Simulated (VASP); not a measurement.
Wanted: the native input for a VASP 6.6.1 run.

```yaml
Task: relaxation of cell and atoms
Functional: PBE
Potentials_or_basis: VASP PAW PBE potentials, release 64 (As)
Cutoff: 600 eV
k_mesh: 6 × 6 × 6
Occupations: gaussian, width 0.1 eV
Spin: no spin polarisation
Dipole_correction: no
Further_INCAR_settings: ALGO = Normal; EDIFF = 1e-07; IBRION = 2; EDIFFG = -0.04; NSW = 90; ISIF = 3
```

The structure of As lies in POSCAR:

```
As
1.0
    4.4702880520      0.0000000000      0.0000000000
   -2.2351440260      3.8713830153      0.0000000000
    0.0000000000      0.0000000000      2.9437899549
As
2
Direct
    0.3333333333      0.6666666667      0.0000000000
    0.6666666667      0.3333333333      0.0000000000
```

One way to write it, as run:

INCAR

```
SYSTEM = As
PREC = Accurate
ENCUT = 600
EDIFF = 1E-7
ISMEAR = 0
SIGMA = 0.1
LREAL = .FALSE.
LASPH = .TRUE.
NELM = 60
ALGO = Normal
ISIF = 3
LWAVE = .FALSE.
LCHARG = .FALSE.
GGA = PE
IBRION = 2
NSW = 90
EDIFFG = -0.04
```

KPOINTS

```
Automatic mesh
0
G
  6 6 6
  0 0 0
```

Potentials or basis: VASP PAW PBE potentials, release 64 (As).

Launch:

```bash
$ cat potpaw_PBE.64/As/POTCAR > POTCAR
$ mpirun -np 1 vasp_std > vasp.out
```

Results of the run:

```yaml
Relaxed_volume: 25.80 Å³/atom
Relaxed_cell: a = 4.677 Å, b = 4.677 Å, c = 2.723 Å, α = 90.00°, β = 90.00°, γ = 120.00°
Space_group_after_relaxing_to_0.05_Å: P6/mmm (No. 191)
Energy_gained_by_relaxing: 69.7 meV/atom
Ionic_steps: 17
Pressure_after_relaxing: 0.0 GPa
Band_gap_on_the_k_mesh: zero (band 5 reaches 5.38 eV, above the bottom of band 6 at 1.89 eV)
```

Wall time 68 s on 1 thread of Intel(R) Xeon(R) 6975P-C (Granite Rapids) (shared host), peak memory 0.18 GiB.
